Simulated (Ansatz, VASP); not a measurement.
## One calculation of Mg3CdS2, two programs

```xyz
6
Lattice="6.0771 0.0000 0.0000 -3.0385 5.2629 0.0000 0.0000 0.0000 11.3230" Properties=species:S:1:pos:R:3 pbc="T T T"
Mg    4.5930    0.8568    5.6615
Mg    3.0385    3.5493    5.6615
Mg    1.4840    0.8568    5.6615
Cd    0.0000    0.0000    0.0000
S     0.0000    0.0000    7.4060
S     0.0000    0.0000    3.9170
```

Alike in both runs: task relaxation of cell and atoms; functional PBE; k mesh 6 × 6 × 4; occupations gaussian, width 0.02 eV; no spin polarisation.

```csv
,VASP,Ansatz
version,VASP 6.6.1,Ansatz 0.2.0
potentials or method,"VASP PAW PBE potentials, release 64 (Mg, Cd, S), cutoff 600 eV","scalar-relativistic, plane waves, PAW"
valence electrons in the cell,30,62
```

VASP gave:

* gap on the k mesh at the Fermi level, each at its own relaxed structure (eV): 0.51
* relaxed volume (Å³/atom): 60.86
* relaxed cell length with the largest relative difference (Å): 11.457

Q: Estimate Ansatz's values.

A: gap on the k mesh at the Fermi level, each at its own relaxed structure (eV): 0.54; relaxed volume (Å³/atom): 61.65; relaxed cell length with the largest relative difference (Å): 11.570.

VASP's potentials hold 30 valence electrons a cell and Ansatz's 62, so a difference there can come from the potentials and not from the codes.
